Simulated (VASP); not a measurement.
Runs of VASP 6.6.1 on Sn. The structure is that of space group Pm-3m (No. 221), or close to it. The cells are those of the table. The cell was built from a structure type or drawn by symmetry, and may not be a known phase.

| task | cell | k mesh | cutoff (eV) | gap on the mesh (eV) | pressure (GPa) |
| --- | --- | --- | --- | --- | --- |
| relaxation of cell and atoms | relaxed from a = 4.558 Å, 3 atoms | 10 × 10 × 10 | 600 | none | 0.0 |
| single point | a = 4.558 Å, 3 atoms | 4 × 4 × 4 | 500 | none | (a) |
| single point | a = 4.558 Å, 3 atoms | 10 × 10 × 10 | 500 | none | -0.1 |
| single point | a = 4.434 Å, 3 atoms | 4 × 4 × 4 | 500 | none | 4.0 |
| relaxation of cell and atoms | relaxed from a = 4.434 Å, 3 atoms | 4 × 4 × 4 | 500 | none | 0.0 |
| single point | a = 4.558 Å, 3 atoms | 10 × 10 × 10 | 520 | none | -0.1 |

Alike in all rows: level PBE; potentials or basis VASP PAW PBE potentials, release 64 (Sn_d); no spin polarisation; smearing gaussian 0.1 eV.

Problem. Estimate the missing entries.

Solution. (a) -0.3.

Caveats: spin-orbit coupling is left out, which moves the levels of the heavy elements; the relaxation stopped at its first step, so nothing moved (at least some runs); the cell stands under pressure (at least some runs).

A k mesh can miss the band edges, and the runs leave out spin-orbit coupling on Sn.

A gap of «none» marks levels without a gap at the run's occupations.
